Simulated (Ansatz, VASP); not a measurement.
# Ag: VASP beside Ansatz

File INCAR:

```
SYSTEM = Ag
ALGO = Normal ; EDIFF = 1E-7
EDIFFG = -0.01 ; ENCUT = 600
GGA = RE ; IBRION = 2
ISIF = 3 ; ISMEAR = -1
LASPH = .TRUE. ; LCHARG = .FALSE.
LREAL = .FALSE. ; LWAVE = .FALSE.
NELM = 100 ; NSW = 80
PREC = Accurate ; SIGMA = 0.1
```

KPOINTS

```
k-points
0
G
  13 13 13
  0 0 0
```

POSCAR

```
Ag
1.0
    0.0000000000      2.0431000000      2.0431000000
    2.0431000000      0.0000000000      2.0431000000
    2.0431000000      2.0431000000      0.0000000000
Ag
1
Direct
    0.0000000000      0.0000000000      0.0000000000
```

Input for Ansatz:

```yaml
crystal:
  lattice:
    - [0.0, 2.0431, 2.0431]
    - [2.0431, 0.0, 2.0431]
    - [2.0431, 2.0431, 0.0]
  atoms:
    - { symbol: Ag, position: [0.0, 0.0, 0.0] }
hamiltonian:
  xc: revpbe
  pseudopotentials:
    kind: paw
    azcp:
      Ag: "pseudopotentials/Ag.paw.azcp"
basis:
  ecutwfc: 420
  fft_grid_basis: typed
kpoints:
  mp_grid: { grid: [13, 13, 13], shift: [0, 0, 0] }
magnetization:
  spin_polarized: false
scf:
  occupations: { method: fermi_dirac, width: 0.1 }
relax:
  max_steps: 60
  f_tol: 0.01
  cell: {}
```

Alike in both runs: task relaxation of cell and atoms; functional revPBE; k mesh 13 × 13 × 13; occupations fermi-dirac, width 0.1 eV; no spin polarisation.

|  | VASP | Ansatz |
| --- | --- | --- |
| version | VASP 6.6.1 | Ansatz 0.2.0 |
| potentials or method | VASP PAW PBE potentials, release 64 (Ag), cutoff 600 eV | plane waves (420 eV) with PAW, scalar-relativistic |
| valence electrons in the cell | 11 | 19 |

```csv
,VASP,Ansatz,Ansatz less VASP
relaxed volume (Å³/atom),18.39,18.43,+0.040
relaxed cell length with the largest relative difference (Å),2.963,2.965,+0.0021
```

VASP's potentials were made for PBE, not for revPBE. VASP's potentials hold 11 valence electrons a cell and Ansatz's 19, so a difference there can come from the potentials and not from the codes.
